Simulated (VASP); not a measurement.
Runs of VASP 6.6.1 on AlN. The structure is that of space group Fm-3m (No. 225), or close to it. The cells are those of the table. 

```csv
cell,gap on the mesh (eV),pressure (GPa),largest force (eV/Å)
"a = 2.830, b = 2.830, c = 4.003 Å, 4 atoms",4.90,13.7,-
"a = 2.854, b = 2.854, c = 4.037 Å, 4 atoms",(a),6.5,0.52
"a = 2.950, b = 2.950, c = 4.172 Å, 4 atoms",(b),-16.3,-
"a = 2.926, b = 2.926, c = 4.139 Å, 4 atoms",3.95,-11.5,0.21
```

Alike in all rows: task single point; level PBE; potentials or basis VASP PAW PBE potentials, release 64 (Al, N); no spin polarisation; k mesh 8 × 8 × 6; cutoff (eV) 520; smearing gaussian 0.05 eV.

Problem. Estimate the missing entries.

Solution. (a) 4.64; (b) 3.73.

A k mesh can miss the band edges.
